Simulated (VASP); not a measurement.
# LiF (I4/mmm) in VASP: a series of runs, part 3 of 3

VASP 6.6.1.

### Step 4. Single point, LDA (strain -0.025 along x and y, +0.000 along z)

The input, INCAR:

```
  PREC = Accurate
  ENCUT = 520
  EDIFF = 1E-7
  ISMEAR = 0
  SIGMA = 0.05
  LREAL = F
  LASPH = T
  NELM = 60
  ALGO = Normal
  ISIF = 2
  LWAVE = F
  LCHARG = T
  GGA = CA
  LELF = T
  LVHAR = T
  NBANDS = 12
```

The input, KPOINTS:

```
regular mesh
0
Gamma
  10 10 10
```

The input, POSCAR:

```
LiF
1.0
    0.0000000000      1.9636500000      2.0140000000
    1.9636500000      0.0000000000      2.0140000000
    1.9636500000      1.9636500000      0.0000000000
Li F
1 1
Direct
    0.0000000000      0.0000000000      0.0000000000
    0.5000000000      0.5000000000      0.5000000000
```

Potentials or basis: VASP PAW LDA potentials, release 64 (Li_sv, F).

Command:

```
cat potpaw_LDA.64/Li_sv/POTCAR potpaw_LDA.64/F/POTCAR > POTCAR
mpirun -np 1 vasp_std > vasp.out
```

OUTCAR:

```text
PREC = Accurate
   ENCUT = 520
   EDIFF = 1E-7
   ISMEAR = 0
   LREAL = F
   LASPH = T
   NELM = 60
   ISIF = 2
   GGA = CA

 ion  position               nearest neighbor table
   1  0.000  0.000  0.000-   2 1.96   2 1.96   2 1.96   2 1.96   2 2.01   2 2.01
   2  0.500  0.500  0.500-   1 1.96   1 1.96   1 1.96   1 1.96   1 2.01   1 2.01

  LATTYP: Found a body centered tetragonal cell.
 ALAT       =     2.7770204618
 C/A-ratio  =     1.4504754486

  Lattice vectors:

 A1 = (  -1.9636500000,   0.0000000000,   2.0140000000)
 A2 = (   1.9636500000,   0.0000000000,   2.0140000000)
 A3 = (   0.0000000000,   1.9636500000,  -2.0140000000)

Analysis of symmetry for initial positions (statically):
=====================================================================
 Subroutine PRICEL returns:
 Original cell was already a primitive cell.

 Routine SETGRP: Setting up the symmetry group for a
 body centered tetragonal supercell.

 Subroutine GETGRP returns: Found 16 space group operations
 (whereof 16 operations were pure point group operations)
 out of a pool of 16 trial point group operations.

The static configuration has the point symmetry D_4h.

Analysis of symmetry for dynamics (positions and initial velocities):
=====================================================================
 Subroutine PRICEL returns:
 Original cell was already a primitive cell.

 Routine SETGRP: Setting up the symmetry group for a
 body centered tetragonal supercell.

 Subroutine GETGRP returns: Found 16 space group operations
 (whereof 16 operations were pure point group operations)
 out of a pool of 16 trial point group operations.

The dynamic configuration has the point symmetry D_4h.

 Subroutine INISYM returns: Found 16 space group operations
 (whereof 16 operations are pure point group operations),
 and found     1 'primitive' translations

----------------------------------------------------------------------------------------

                                     Primitive cell

  volume of cell :      15.5317

  direct lattice vectors                    reciprocal lattice vectors
     0.000000000  1.963650000  2.014000000    -0.254627861  0.254627861  0.248262165
     1.963650000  0.000000000  2.014000000     0.254627861 -0.254627861  0.248262165
     1.963650000  1.963650000  0.000000000     0.254627861  0.254627861 -0.248262165

  length of vectors
     2.812848614  2.812848614  2.777020462     0.437384040  0.437384040  0.437384040

  position of ions in fractional coordinates (direct lattice)
     0.000000000  0.000000000  0.000000000
     0.500000000  0.500000000  0.500000000

  ion indices of the primitive-cell ions
   primitive index   ion index
                 1           1
                 2           2

----------------------------------------------------------------------------------------

 KPOINTS: regular mesh

Automatic generation of k-mesh.
 Grid dimensions read from file:
 generate k-points for:   10   10   10

 Generating k-lattice:

  Cartesian coordinates                     Fractional coordinates (reciprocal lattice)
    -0.025462786  0.025462786  0.024826216     0.100000000 -0.000000000  0.000000000
     0.025462786 -0.025462786  0.024826216    -0.000000000  0.100000000  0.000000000
     0.025462786  0.025462786 -0.024826216     0.000000000  0.000000000  0.100000000

  Length of vectors
     0.043738404  0.043738404  0.043738404

  Shift w.r.t. Gamma in fractional coordinates (k-lattice)
     0.000000000  0.000000000  0.000000000

 Subroutine IBZKPT returns following result:
 ===========================================

 Found    102 irreducible k-points:

 Following reciprocal coordinates:
            Coordinates               Weight
  0.000000  0.000000  0.000000      1.000000
  0.100000  0.000000  0.000000      8.000000
  0.200000  0.000000  0.000000      8.000000
  0.300000 -0.000000  0.000000      8.000000
  0.400000  0.000000  0.000000      8.000000
  0.500000 -0.000000  0.000000      4.000000
[... 16 lines left out ...]
  0.300000  0.300000  0.000000      2.000000
  0.400000  0.300000  0.000000      8.000000
 [... further k-points ...]
   k-points           NKPTS =    102   k-points in BZ     NKDIM =    102   number of bands    NBANDS=     12
   number of dos      NEDOS =    301   number of ions     NIONS =      2
   total plane-waves  NPLWV =  13824
   dimension x,y,z NGX =    24 NGY =   24 NGZ =   24
   dimension x,y,z NGXF=    48 NGYF=   48 NGZF=   48
   ions per type =               1   1
   NGX,Y,Z   is equivalent  to a cutoff of  14.18, 14.18, 14.37 a.u.
   NGXF,Y,Z  is equivalent  to a cutoff of  28.37, 28.37, 28.74 a.u.
 SYSTEM =  unknown system
   PREC   = accura    normal or accurate (medium, high low for compatibility)
   ISTART =      0    job   : 0-new  1-cont  2-samecut
   ICHARG =      2    charge: 1-file 2-atom 10-const
   ISPIN  =      1    spin polarized calculation?
   LNONCOLLINEAR =      F non collinear calculations
   LSORBIT =      F    spin-orbit coupling
   LASPH  =      T    aspherical Exc in radial PAW
   ENCUT  =  520.0 eV  38.22 Ry    6.18 a.u.   5.23  5.23  5.16*2*pi/ulx,y,z
   NELM   =     60;   NELMIN=  2; NELMDL= -5     # of ELM steps
   EDIFF  = 0.1E-06   stopping-criterion for ELM
   LREAL  =      F    real-space projection
   EDIFFG = 0.1E-05   stopping-criterion for IOM
   NSW    =      0    number of steps for IOM
   IBRION =     -1    ionic relax: 0-MD 1-quasi-New 2-CG
   NFREE  =      0    steps in history (QN), initial steepest desc. (CG)
   ISIF   =      2    stress and relaxation
   ISYM   =      2    0-nonsym 1-usesym 2-fastsym
   POTIM  = 0.5000    time-step for ionic-motion
   TEBEG  =    0.0;   TEEND  =   0.0 temperature during run
   PSTRESS=    0.0 pullay stress
   NELECT =      10.0000    total number of electrons
   NUPDOWN=      -1.0000    fix difference up-down
   EMIN   =  10.00;   EMAX   =-10.00  energy-range for DOS
   EFERMI =   0.00;   METHOD = LEGACY
   ISMEAR =     0;   SIGMA  =   0.05  broadening in eV -4-tet -1-fermi 0-gaus
   EFERMI_NEDOS =   21; number of points for ismear=-14 and -15
   IALGO  =     38    algorithm
   IMIX   =      4    mixing-type and parameters
     AMIX     =   0.40;   BMIX     =  1.00
     AMIX_MAG =   1.60;   BMIX_MAG =  1.00
  volume/ion in A,a.u.               =       7.77        52.41
  Fermi-wavevector in a.u.,A,eV,Ry     =   1.413630  2.671373 27.189183  1.998349
  Thomas-Fermi vector in A             =   2.535255
   LORBIT       =      0    0 simple, 1 ext, 2 COOP (PROOUT), +10 PAW based schemes
   GGA     = CA    functional components
   LHFCALC =     F    Hartree Fock is set to
   AEXX    =    0.0000 exact exchange contribution
   IVDW    =     0    specifies the selected vdW correction
   LEPSILON=     F    determine dielectric tensor
   LRPA    =     F    only Hartree local field effects (RPA)
 non-spin polarized calculation
 Gauss-broadening in eV      SIGMA  =   0.05
  energy-cutoff  :      520.00
  volume of cell :       15.53
 maximum number of plane-waves:       431
 NGX is ok and might be reduce to    24
   NGX = 11   NGY = 11   NGZ = 11

 number of electron      10.0000000 magnetization

 number of electron       9.9999999 magnetization

 Free energy of the ion-electron system (eV)
  ---------------------------------------------------
  ext. energy  EPLUGINS =         0.00000000
  ---------------------------------------------------
  free energy    TOTEN  =       -10.49349083 eV

  energy without entropy =      -10.49349083  energy(sigma->0) =      -10.49349083

 E-fermi :  -0.6406     XC(G=0): -10.9240

 val. band max:       -0.9375816004   @ k =   0.0000   0.0000   0.0000
 cond. band min:       8.3245362968   @ k =   0.0000   0.0000   0.0000
 fundamental gap:      9.2621178972
 Fermi energy:        -0.6406098188

 k-point     1 :       0.0000    0.0000    0.0000
  band No.  band energies     occupation
      1     -40.6311      2.00000
      2     -20.6878      2.00000
      3      -0.9979      2.00000
      4      -0.9979      2.00000
      5      -0.9376      2.00000
      6       8.3245      0.00000
      7      22.7342      0.00000
      8      23.2833      0.00000
      9      23.3464      0.00000
     10      23.3464      0.00000
     11      23.5109      0.00000
     12      23.5109      0.00000
[... 331 lines left out ...]
 k-point    24 :       0.4000    0.3000    0.0000
  band No.  band energies     occupation
      1     -40.5475      2.00000
      2     -20.0945      2.00000
      3      -3.5554      2.00000
      4      -1.9192      2.00000
      5      -1.7841      2.00000
      6      12.0788      0.00000
      7      15.8619      0.00000
      8      17.6221      0.00000
      9      19.5235      0.00000
     10      20.6130      0.00000
     11      33.5898      0.00000
     12      34.6733      0.00000

 [... further k-points ...]
[... 5 lines left out ...]
  --------------------------------------------------------------------------------------
  -------------------------------------------------------------------------------------
  Total       -0.2528519     -0.2528519     -0.4567303      0.0000000      0.0000000     -0.0000000
  in kB      -26.0830949    -26.0830949    -47.1143043      0.0000000      0.0000000     -0.0000000
  external PRESSURE =     -33.0934980 kB  Pullay stress =       0.0000000 kB

 VOLUME and BASIS-vectors are now :
 -----------------------------------------------------------------------------
  energy-cutoff  :      520.00
  volume of cell :       15.53
      direct lattice vectors                 reciprocal lattice vectors
     0.000000000  1.963650000  2.014000000    -0.254627861  0.254627861  0.248262165
     1.963650000  0.000000000  2.014000000     0.254627861 -0.254627861  0.248262165
     1.963650000  1.963650000  0.000000000     0.254627861  0.254627861 -0.248262165

 POSITION                                       TOTAL-FORCE (eV/Angst)
 -----------------------------------------------------------------------------------
      0.00000      0.00000      0.00000         0.000000     -0.000000     -0.000000
      1.96365      1.96365      2.01400        -0.000000      0.000000      0.000000
 -----------------------------------------------------------------------------------
    total drift:                               -0.000000     -0.000000      0.000000

  FREE ENERGIE OF THE ION-ELECTRON SYSTEM (eV)
  ---------------------------------------------------
  free  energy   TOTEN  =       -10.4934908331 eV

  energy  without entropy=      -10.4934908331  energy(sigma->0) =      -10.49349083
```

OSZICAR:

```text
N       E                     dE             d eps       ncg     rms          rms(c)
DAV:   1     0.293851915320E+02    0.29385E+02   -0.54598E+03  2592   0.847E+02
DAV:   2    -0.996625829085E+01   -0.39351E+02   -0.38572E+02  2964   0.187E+02
DAV:   3    -0.109750768180E+02   -0.10088E+01   -0.10063E+01  3176   0.257E+01
DAV:   4    -0.109863191765E+02   -0.11242E-01   -0.11242E-01  2816   0.278E+00
DAV:   5    -0.109864420486E+02   -0.12287E-03   -0.12287E-03  3144   0.217E-01    0.423E+00
DAV:   6    -0.105095370454E+02    0.47691E+00   -0.22256E+00  2748   0.918E+00    0.132E+00
DAV:   7    -0.104988245940E+02    0.10712E-01   -0.15203E-02  3236   0.106E+00    0.784E-01
DAV:   8    -0.104935027153E+02    0.53219E-02   -0.86821E-03  3396   0.989E-01    0.959E-02
DAV:   9    -0.104934774911E+02    0.25224E-04   -0.69248E-04  2768   0.240E-01    0.367E-02
DAV:  10    -0.104934913997E+02   -0.13909E-04   -0.27431E-05  2880   0.383E-02    0.778E-03
DAV:  11    -0.104934908389E+02    0.56079E-06   -0.16160E-06  3120   0.134E-02    0.118E-03
DAV:  12    -0.104934908331E+02    0.57560E-08   -0.25515E-07  2892   0.365E-03
   1 F= -.10493491E+02 E0= -.10493491E+02  d E =-.134926E-19
```

Wall time 6.4 s (1 thread of Intel Xeon 6975P-C (Granite Rapids), shared host); peak memory 0.13 GiB.

Results:

* Free energy: -10.4935 eV
* Band gap on the k mesh: 9.26 eV, direct

Levels at points of the mesh, in eV from the valence-band top:
```
           k point  band 3  band 4  band 5  band 6  band 7  band 8
(0.00, 0.00, 0.00)   -0.06   -0.06    0.00    9.26   23.67   24.22
(0.50, 0.00, 0.00)   -2.77   -0.32   -0.26   10.59   16.94   18.54
(0.50, 0.50, 0.00)   -3.40   -1.09   -1.09   14.54   16.46   17.71
(0.50, 0.00, 0.50)   -3.38   -1.26   -1.09   15.01   16.11   17.73
```

Caveat: the cell differs from its parent crystal (strain -0.025 along x and y, +0.000 along z); the cutoff is under 1.25 times the usual one of these potentials, so pressure, stress and relaxed cells hold a basis-set (Pulay) error. A k mesh can miss the band edges.

### Step 5. Single point, LDA (strain +0.000 along x and y, -0.025 along z)

INCAR: that of step 4 with these lines changed.

```diff
@@ -2,3 +2,3 @@
   ENCUT = 520
-  EDIFF = 1E-7
+  EDIFF = 1E-6
   ISMEAR = 0
@@ -7,3 +7,3 @@
   LASPH = T
-  NELM = 60
+  NELM = 100
   ALGO = Normal
```

KPOINTS is that of step 4.

The input, POSCAR:

```
LiF
1.0
    0.0000000000      2.0140000000      1.9636500000
    2.0140000000      0.0000000000      1.9636500000
    2.0140000000      2.0140000000      0.0000000000
Li F
1 1
Direct
    0.0000000000      0.0000000000      0.0000000000
    0.5000000000      0.5000000000      0.5000000000
```

Command:

```
cat potpaw_LDA.64/Li_sv/POTCAR potpaw_LDA.64/F/POTCAR > POTCAR
mpirun -np 1 vasp_std > vasp.out
```

Run time: 5.8 s. Hardware: 1 thread of Intel Xeon 6975P-C (Granite Rapids), shared host; peak memory 0.13 GiB.

It converged, with:

```yaml
Free_energy: -10.4842 eV
Band_gap_on_the_k_mesh: 9.04 eV, direct
```

Levels at points of the mesh, in eV from the valence-band top:
| k point | band 1 | band 2 | band 3 | band 4 | band 5 | band 6 | band 7 | band 8 | band 9 | band 10 |
| --- | --- | --- | --- | --- | --- | --- | --- | --- | --- | --- |
| (0.00, 0.00, 0.00) | -39.72 | -19.66 | -0.07 | 0.00 | 0.00 | 9.04 | 23.57 | 23.57 | 24.07 | 24.07 |
| (0.50, 0.00, 0.00) | -39.64 | -19.19 | -2.68 | -0.29 | -0.23 | 10.48 | 16.65 | 18.36 | 18.83 | 30.28 |
| (0.50, 0.50, 0.00) | -39.62 | -18.86 | -3.23 | -1.15 | -1.15 | 14.95 | 15.89 | 17.45 | 19.79 | 19.79 |
| (0.50, 0.00, 0.50) | -39.63 | -18.90 | -3.26 | -1.15 | -0.98 | 14.48 | 16.25 | 17.41 | 19.95 | 20.37 |

Caveat: the cell differs from its parent crystal (strain +0.000 along x and y, -0.025 along z); the cutoff is under 1.25 times the usual one of these potentials, so pressure, stress and relaxed cells hold a basis-set (Pulay) error. A k mesh can miss the band edges.

### Step 6. The runs side by side

| cell | gap on the mesh (eV) |
| --- | --- |
| a = 2.742, b = 2.742, c = 2.777 Å, angles 59.6, 59.6, 60.9°, 2 atoms | 9.78 |
| a = 2.815, b = 2.815, c = 2.706 Å, angles 61.3, 61.3, 57.5°, 2 atoms | 9.44 |
| a = 2.813, b = 2.813, c = 2.777 Å, angles 60.4, 60.4, 59.2°, 2 atoms | 9.26 |
| a = 2.813, b = 2.813, c = 2.848 Å, angles 59.6, 59.6, 60.8°, 2 atoms | 9.04 |

Alike in all rows: task single point; level LDA; potentials or basis VASP PAW LDA potentials, release 64 (Li_sv, F); no spin polarisation; k mesh 10 × 10 × 10; cutoff (eV) 520; smearing gaussian 0.05 eV.

Caveats: the cutoff is under 1.25 times the usual one of these potentials, so pressure, stress and relaxed cells hold a basis-set (Pulay) error.

Total energies depend on the potentials used, so only differences within one code and one set of settings carry meaning.
